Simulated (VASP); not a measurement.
## Co: single point with PBE

Co, a wire with vacuum:

```xyz
6
Lattice="12.7000 0.0000 0.0000 0.0000 12.9000 0.0000 0.0000 0.0000 3.8160" Properties=species:S:1:pos:R:3 pbc="T T T"
Co    5.7639    4.8003    0.9540
Co    4.6282    6.7704    0.9540
Co    6.9921    6.8203    0.9540
Co    5.7079    6.0797    2.8620
Co    8.0718    6.1296    2.8620
Co    6.9361    8.0997    2.8620
```

```json
{"Program": "VASP 6.6.1", "Task": "single point", "Functional": "PBE", "Potentials or basis": "VASP PAW PBE potentials, release 64 (Co)", "Cutoff": "520 eV", "k mesh": "1 × 1 × 8", "Occupations": "gaussian, width 0.05 eV", "Spin": "collinear spin, ferromagnetic start", "Starting moments": "[1.86, 1.86, 1.86, 1.86, 1.86, 1.86] μB", "Dipole correction": "no", "Further INCAR settings": "ALGO = Normal; EDIFF = 1e-06; NBANDS = 40"}
```

- Largest force: 0.025 eV/Å
- Net moment: 11.25 μB per cell
- Site moments: Co +1.99, +1.54 μB
- Valence electrons inside the program's atomic spheres: Co 8.01, 8.35

Forces in eV/Å, atoms in the order of the input:
```
Co   0.001  0.021  0.000
Co   0.022 -0.011  0.000
Co  -0.005 -0.004  0.000
Co   0.005  0.004  0.000
Co  -0.022  0.011  0.000
Co  -0.001 -0.021  0.000
```

Levels at points of the mesh, in eV from the Fermi level:
Spin up:
| k point | band 31 | band 32 | band 33 | band 34 | band 35 | band 36 |
| --- | --- | --- | --- | --- | --- | --- |
| (0.00, 0.00, 0.00) | -1.20 | -1.03 | -0.93 | 0.79 | 0.86 | 1.84 |
| (0.00, 0.00, 0.50) | -0.97 | -0.97 | 0.86 | 0.86 | 1.43 | 1.43 |
Spin down:
```
           k point  band 18  band 19  band 20  band 21  band 22  band 23  band 24  band 25
(0.00, 0.00, 0.00)    -0.35    -0.23    -0.17    -0.03     0.14     0.16     0.18     0.19
(0.00, 0.00, 0.50)    -0.39    -0.26    -0.26    -0.16    -0.16     0.21     0.21     0.22
```

Run time: 15 min on 1 thread of Oxide Virtual Turin-like Processor, with other jobs on the host, peak memory 0.79 GiB.
